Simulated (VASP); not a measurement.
Wanted: the native input for a VASP 6.6.1 run.

| Quantity | Value |
| --- | --- |
| Task | relaxation of cell and atoms |
| Functional | PBE |
| Potentials or basis | VASP PAW PBE potentials, release 64 (Mg, Si, N) |
| Cutoff | 600 eV |
| k mesh | 6 × 6 × 6 |
| Occupations | gaussian, width 0.1 eV |
| Spin | no spin polarisation |
| Dipole correction | no |
| Further INCAR settings | ALGO = Normal; EDIFF = 1e-06; IBRION = 2; EDIFFG = -0.04; NSW = 90; ISIF = 3 |

The structure of MgSi2N2 lies in POSCAR:

```
MgSi2N2
1.0
   -1.9590733600      1.9590733600      4.4890509400
    1.9590733600     -1.9590733600      4.4890509400
    1.9590733600      1.9590733600     -4.4890509400
Mg Si N
1 2 2
Direct
    0.0000000000      0.0000000000      0.0000000000
    0.3750000000      0.3750000000      0.0000000000
    0.6250000000      0.6250000000      0.0000000000
    0.7500000000      0.2500000000      0.5000000000
    0.2500000000      0.7500000000      0.5000000000
```

These files were run (other wordings do the same):

INCAR

```
SYSTEM = MgSi2N2
PREC = Accurate
ENCUT = 600
EDIFF = 1E-6
ISMEAR = 0
SIGMA = 0.1
LREAL = .False.
LASPH = .True.
NELM = 100
ALGO = Normal
ISIF = 3
LWAVE = .False.
LCHARG = .False.
GGA = PE
IBRION = 2
NSW = 90
EDIFFG = -0.04
```

KPOINTS

```
regular mesh
0
Gamma
  6 6 6
  0 0 0
```

Potentials or basis: VASP PAW PBE potentials, release 64 (Mg, Si, N).

Command:

```bash
$ cat potpaw_PBE.64/Mg/POTCAR potpaw_PBE.64/Si/POTCAR potpaw_PBE.64/N/POTCAR > POTCAR
$ mpirun -np 1 vasp_std > vasp.out
```

Results of the run:

The relaxed volume is 11.04 Å³/atom, the relaxed cell is a = 4.873 Å, b = 4.873 Å, c = 4.873 Å, α = 135.96°, β = 135.96°, γ = 64.05° and the space group after relaxing (to 0.05 Å) is I4/mmm (No. 139). The energy gained by relaxing is 575.2 meV/atom, the ionic steps are 10 and the pressure after relaxing is 0.4 GPa. The largest force after relaxing is 0.008 eV/Å and the band gap on the k mesh is zero (band 10 reaches 9.70 eV, above the bottom of band 11 at 8.81 eV).

Caveat: the k points lie up to 0.41 Å⁻¹ apart in the final cell; the volume moved by over 15 % at a fixed basis, so the end points are rough.

Wall time 4.5 min on 1 thread of Intel(R) Xeon(R) Platinum 8488C (Sapphire Rapids) (shared host), peak memory 0.3 GiB.
